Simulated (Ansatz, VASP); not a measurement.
Ag: VASP beside Ansatz

Contents of INCAR:

```
SYSTEM = Ag
PREC     = Accurate       ! precision mode
ENCUT    = 520            ! plane-wave cutoff, eV
EDIFF    = 1E-8           ! SCF threshold, eV
ISMEAR   = -1             ! smearing method
SIGMA    = 0.05           ! smearing width, eV
LREAL    = .False.        ! projectors in reciprocal space
LASPH    = .True.         ! aspherical terms in the spheres
NELM     = 100            ! most SCF steps
ALGO     = Normal         ! electronic algorithm
ISIF     = 2              ! what is computed and relaxed
LWAVE    = .False.        ! write WAVECAR
LCHARG   = .False.        ! write CHGCAR
GGA      = PE             ! functional
LEFG     = .True.       
NBANDS   = 18             ! bands
```

File KPOINTS:

```
Automatic mesh
0
Gamma
  14 14 8
  0 0 0
```

The input POSCAR:

```
Ag
1.0
    2.9299980804      0.0000000000      0.0000000000
   -1.4649990402      2.5374527707      0.0000000000
    0.0000000000      0.0000000000      4.7900000000
Ag
2
Direct
    0.3333333333      0.6666666667      0.2500000000
    0.6666666667      0.3333333333      0.7500000000
```

Input for Ansatz:

```yaml
crystal:
  lattice:
    - [2.9299980804, 0.0, 0.0]
    - [-1.4649990402, 2.5374527707, 0.0]
    - [0.0, 0.0, 4.79]
  atoms:
    - { symbol: Ag, position: [0.3333333333, 0.6666666667, 0.25] }
    - { symbol: Ag, position: [0.6666666667, 0.3333333333, 0.75] }
kpoints:
  mp_grid: { grid: [14, 14, 8] }
  band_path:
    path:
      - [0.0, 0.0, 0.0]
      - [0.5, 0.0, 0.0]
      - [0.3333333333, 0.3333333333, 0.0]
      - [0.0, 0.0, 0.0]
      - [0.0, 0.0, 0.5]
      - [0.5, 0.0, 0.5]
      - [0.3333333333, 0.3333333333, 0.5]
      - [0.0, 0.0, 0.5]
      - [0.5, 0.0, 0.5]
    npoints: 14
scf:
  occupations: { method: fermi_dirac, width: 0.05 }
hamiltonian:
  xc: pbe
  pseudopotentials: { kind: paw }
output:
  forces: true
  stress: true
  eigenvalues: true
  efg: { contact_densities: true }
  populations: true
  bader: true
  dos: { projected: true, de: 0.2, e_range: [-14, 8] }
  write_density: true
  write_potential: true
  elf: true
  volumetric_format: npy
```

Alike in both runs: task electric field gradients; functional PBE; k mesh 14 × 14 × 8; occupations fermi-dirac, width 0.05 eV; no spin polarisation.

|  | VASP | Ansatz |
| --- | --- | --- |
| version | VASP 6.6.1 | Ansatz 0.2.0 |
| potentials or method | VASP PAW PBE potentials, release 64 (Ag) | PAW with Ansatz's default frozen-core files, scalar-relativistic |
| plane-wave cutoff (eV) | 520 | 420 |
| valence electrons in the cell | 22 | 38 |

Ansatz gave:

```
pressure (GPa)                                                : 0.5
traceless stress, the component that is largest in VASP (GPa) : -0.27
size of Vzz on the site where it differs most (V/Å²)          : 4.2
```

What did VASP give for the same quantities?

Pressure (GPa): 0.4; traceless stress, the component that is largest in VASP (GPa): -0.28; size of Vzz on the site where it differs most (V/Å²): 3.8.

VASP's potentials hold 22 valence electrons a cell and Ansatz's 38, so a difference there can come from the potentials and not from the codes.
